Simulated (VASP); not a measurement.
# CdSe (P6_3mc) in VASP: a series of runs, part 2 of 2

VASP 6.6.1.

**3. Vibrations by perturbation theory, PBEsol**

The input, INCAR:

```
PREC     = Accurate       # precision mode
ENCUT    = 520            # plane-wave cutoff, eV
EDIFF    = 1E-8           # SCF threshold, eV
ISMEAR   = 0              # smearing method
SIGMA    = 0.01           # smearing width, eV
LREAL    = F              # projectors in reciprocal space
LASPH    = T              # aspherical terms in the spheres
NELM     = 80             # most SCF steps
ALGO     = Normal         # electronic algorithm
ISIF     = 2              # what is computed and relaxed
LWAVE    = F              # write WAVECAR
LCHARG   = F              # write CHGCAR
GGA      = PS             # functional
IBRION   = 8              # ionic algorithm
NSW      = 1              # ionic steps
LEPSILON = T              # dielectric tensor by DFPT
```

The input, KPOINTS:

```
Automatic mesh
0
Gamma
  6 6 4
```

The input, POSCAR:

```
CdSe
1.0
    4.3010760450      0.0000000000      0.0000000000
   -2.1505380225      3.7248411186      0.0000000000
    0.0000000000      0.0000000000      7.0219795563
Cd Se
2 2
Direct
    0.3333333333      0.6666666667      0.0046938401
    0.6666666667      0.3333333333      0.5046938401
    0.3333333333      0.6666666667      0.3803061599
    0.6666666667      0.3333333333      0.8803061599
```

Potentials or basis: VASP PAW PBE potentials, release 64 (Cd, Se).

Command:

```sh
> cat potpaw_PBE.64/Cd/POTCAR potpaw_PBE.64/Se/POTCAR > POTCAR
> mpirun -np 1 vasp_std > vasp.out
```

OUTCAR:

```text
PREC = Accurate
   ENCUT = 520
   EDIFF = 1E-8
   ISMEAR = 0
   LREAL = F
   LASPH = T
   NELM = 80
   ISIF = 2
   GGA = PS
   IBRION = 8
   NSW = 1
   LEPSILON = T

 ion  position               nearest neighbor table
   1  0.333  0.667  0.005-   4 2.63   4 2.63   4 2.63   3 2.64
   2  0.667  0.333  0.505-   3 2.63   3 2.63   3 2.63   4 2.64
   3  0.333  0.667  0.380-   2 2.63   2 2.63   2 2.63   1 2.64
   4  0.667  0.333  0.880-   1 2.63   1 2.63   1 2.63   2 2.64

  LATTYP: Found a hexagonal cell.
 ALAT       =     4.3010760450
 C/A-ratio  =     1.6326099522

  Lattice vectors:

 A1 = (   4.3010760450,   0.0000000000,   0.0000000000)
 A2 = (  -2.1505380225,   3.7248411186,   0.0000000000)
 A3 = (   0.0000000000,   0.0000000000,   7.0219795563)

Analysis of symmetry for initial positions (statically):
=====================================================================
 Subroutine PRICEL returns:
 Original cell was already a primitive cell.

 Routine SETGRP: Setting up the symmetry group for a
 hexagonal supercell.

 Subroutine GETGRP returns: Found 12 space group operations
 (whereof  6 operations were pure point group operations)
 out of a pool of 24 trial point group operations.

[... 827 lines left out ...]
  x     0.00000    -0.00000     0.00000     6.43170     0.00000     3.98940
  y     6.43170    -6.43170    -0.00000     0.00000     3.62726    -0.00000
  z     3.80805     3.80805    -7.28015     0.00000    -0.00000     0.00000

 SECOND DERIVATIVES (NOT SYMMETRIZED)
 ------------------------------------
               1X          1Y          1Z          2X          2Y          2Z          3X          3Y          3Z          4X          4Y          4Z
  1X    -4.871543    0.000000    0.000000   -0.158569    0.000000   -0.000000    0.080047    0.000000    0.000000    4.950065   -0.000000    0.000000
  1Y     0.000000   -4.871543    0.000000    0.000000   -0.158569    0.000000   -0.000000    0.080047    0.000000   -0.000000    4.950065   -0.000000
  1Z     0.000000    0.000000   -6.048680    0.000000    0.000000    1.289823    0.000000   -0.000000    3.609028    0.000000   -0.000000    1.149828
  2X    -0.158569   -0.000000   -0.000000   -4.871543   -0.000000    0.000000    4.950065    0.000000    0.000000    0.080047   -0.000000   -0.000000
  2Y     0.000000   -0.158569    0.000000    0.000000   -4.871543   -0.000000    0.000000    4.950065    0.000000   -0.000000    0.080047   -0.000000
  2Z    -0.000000   -0.000000    1.289823    0.000000    0.000000   -6.048680    0.000000    0.000000    1.149828    0.000000    0.000000    3.609028
  3X     0.079385   -0.000000   -0.000000    4.949563    0.000000   -0.000000   -5.429343   -0.000000    0.000000    0.400395   -0.000000    0.000000
  3Y     0.000000    0.079385    0.000000   -0.000000    4.949563    0.000000   -0.000000   -5.429343    0.000000    0.000000    0.400395    0.000000
  3Z     0.000000    0.000000    3.611621    0.000000   -0.000000    1.166513    0.000000    0.000000   -6.987688    0.000000    0.000000    2.209553
  4X     4.949563    0.000000    0.000000    0.079385    0.000000    0.000000    0.400395    0.000000    0.000000   -5.429343    0.000000    0.000000
  4Y     0.000000    4.949563   -0.000000   -0.000000    0.079385    0.000000   -0.000000    0.400395   -0.000000   -0.000000   -5.429343    0.000000
  4Z     0.000000    0.000000    1.166513    0.000000    0.000000    3.611621    0.000000    0.000000    2.209553    0.000000    0.000000   -6.987688

 Eigenvectors and eigenvalues of the dynamical matrix
 ----------------------------------------------------

   1 f  =    5.579751 THz    35.058613 2PiTHz  186.120475 cm-1    23.075988 meV
             X         Y         Z           dx          dy          dz
     -0.000000  2.483227  0.032960    -0.000000   -0.000000    0.273313
      2.150538  1.241614  3.543950     0.000000    0.000000   -0.273313
     -0.000000  2.483227  2.670502    -0.000000   -0.000000   -0.652150
      2.150538  1.241614  6.181492     0.000000    0.000000    0.652150
[... 71 lines left out ...]
  12 f/i=    0.004987 THz     0.031337 2PiTHz    0.166365 cm-1     0.020627 meV
             X         Y         Z           dx          dy          dz
     -0.000000  2.483227  0.032960     0.000000   -0.000000   -0.542392
      2.150538  1.241614  3.543950     0.000000   -0.000000   -0.542392
     -0.000000  2.483227  2.670502     0.000000   -0.000000   -0.453664
      2.150538  1.241614  6.181492     0.000000   -0.000000   -0.453664

--------------------------------------------------------------------------------------------------------

 MACROSCOPIC STATIC DIELECTRIC TENSOR IONIC CONTRIBUTION
 ------------------------------------------------------
           3.642854    -0.000000    -0.000000
          -0.000000     3.642854     0.000000
          -0.000000     0.000000     4.087999
 ------------------------------------------------------

 ELASTIC MODULI CONTR FROM IONIC RELAXATION (kBar)
 Direction    XX          YY          ZZ          XY          YZ          ZX
 --------------------------------------------------------------------------------
 XX        -288.9974    115.8436    165.5576      0.0000      0.0000     -0.0000
 YY         115.8436   -288.9974    165.5576     -0.0000      0.0000      0.0000
 ZZ         165.5576    165.5576   -316.5895     -0.0000      0.0000     -0.0000
 XY           0.0000     -0.0000     -0.0000   -202.4205     -0.0000     -0.0000
 YZ           0.0000      0.0000      0.0000     -0.0000    -80.4477      0.0000
 ZX          -0.0000      0.0000     -0.0000     -0.0000      0.0000    -86.2019
 --------------------------------------------------------------------------------

 PIEZOELECTRIC TENSOR IONIC CONTR  for field in x, y, z        (C/m^2)
          XX          YY          ZZ          XY          YZ          ZX
  --------------------------------------------------------------------------------
  x    -0.00000     0.00000    -0.00000    -0.00000     0.00000    -0.52729
  y     0.00000    -0.00000     0.00000    -0.00000    -0.50939     0.00000
  z    -0.55979    -0.55979     1.07047     0.00000    -0.00000     0.00000
```

OSZICAR:

```text
N       E                     dE             d eps       ncg     rms          rms(c)
DAV:   1     0.245287070179E+03    0.24529E+03   -0.17178E+04   924   0.147E+03
DAV:   2     0.866137516102E+00   -0.24442E+03   -0.24017E+03  1020   0.352E+02
DAV:   3    -0.129729658842E+02   -0.13839E+02   -0.13798E+02  1110   0.832E+01
DAV:   4    -0.131070430632E+02   -0.13408E+00   -0.13401E+00  1020   0.788E+00
[... 215 lines left out ...]
RMM:   9    -0.973780858543E-01   -0.17358E-07   -0.12742E-07  1701   0.135E-04    0.196E-05
RMM:  10    -0.973780729730E-01    0.12881E-07    0.18162E-08  1778   0.399E-05    0.666E-06
RMM:  11    -0.973780911748E-01   -0.18202E-07    0.12358E-08  1735   0.136E-05    0.235E-06
RMM:  12    -0.973780962272E-01   -0.50524E-08    0.21364E-08  1495   0.591E-06    0.580E-07
 Linear response finished
```

stdout:

```text
POSCAR found type information on POSCAR CdSe
 POSCAR found :  2 types and       4 ions
 scaLAPACK will be used
 -----------------------------------------------------------------------------
|                                                                             |
|                                                                             |
|     You enforced a specific xc type in the INCAR file but a different       |
[... 47 lines left out ...]
 force on displaced ion       3 direction 1 :  -5.429  -0.000   0.000
 Born effective charge ion    3 direction 1 :  -2.480  -0.000  -0.000
 Linear response progress:
 first order change of Fermi-energy   0.21222E+00
 force on displaced ion       3 direction 3 :  -0.000  -0.000  -6.988
 Born effective charge ion    3 direction 3 :   0.000  -0.000  -2.513
 Born effective charges drift removed
 Linear response finished
```

Wall time 13 min (1 thread of AMD EPYC 9R45 (Zen 5), shared host); peak memory 0.57 GiB.

What came out:

```
Electronic dielectric tensor (diagonal)                 : 17.51, 17.51, 15.59
Born charges (mean of the diagonal)                     : Cd +2.41; Se -2.41 e
Highest phonon frequency at Γ, LO-TO splitting left out : 186 cm⁻¹
```

Phonon frequencies in cm⁻¹ (negative: imaginary):
```
              q point                              frequencies
(0.000, 0.000, 0.000)  0 0 0 32 32 122 167 172 172 174 174 186
```

Electronic dielectric tensor:
```
17.51  0.00  0.00
 0.00 17.51  0.00
 0.00  0.00 15.59
```

Born effective charge tensors (e):
atom 1, Cd
```
2.39 0.00 0.00
0.00 2.39 0.00
0.00 0.00 2.46
```
atom 2, Cd
```
2.39 0.00 0.00
0.00 2.39 0.00
0.00 0.00 2.46
```
atom 3, Se
```
-2.39  0.00  0.00
 0.00 -2.39  0.00
 0.00  0.00 -2.46
```
atom 4, Se
```
-2.39  0.00  0.00
 0.00 -2.39  0.00
 0.00  0.00 -2.46
```
